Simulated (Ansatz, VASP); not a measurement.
**Two plane-wave programs on Te2Mo**

```
CELL_PARAMETERS angstrom
3.42176 0.00000 0.00000
-1.71088 2.96333 0.00000
0.00000 0.00000 13.59057
ATOMIC_POSITIONS crystal
Te 0.33333 0.66667 0.62100
Te 0.66667 0.33333 0.12100
Te 0.33333 0.66667 0.87900
Te 0.66667 0.33333 0.37900
Mo 0.33333 0.66667 0.25000
Mo 0.66667 0.33333 0.75000
```

Alike in both runs: task single point; functional PBE; k mesh 8 × 8 × 2; occupations fermi-dirac, width 0.05 eV; no spin polarisation.

```csv
,VASP,Ansatz
version,VASP 6.6.1,Ansatz 0.2.0
potentials or method,"VASP PAW PBE potentials, release 64 (Te, Mo_sv), cutoff 520 eV","plane waves, PAW"
valence electrons in the cell,52,92
```

Ansatz gave:

```
pressure (GPa)                                                : 13.6
traceless stress, the component that is largest in VASP (GPa) : 2.13
```

**Question.** Estimate VASP's values.

**Answer.** Pressure (GPa): 13.6; traceless stress, the component that is largest in VASP (GPa): 2.21.

VASP's potentials hold 52 valence electrons a cell and Ansatz's 92, so a difference there can come from the potentials and not from the codes.

Spin-orbit coupling is off throughout.
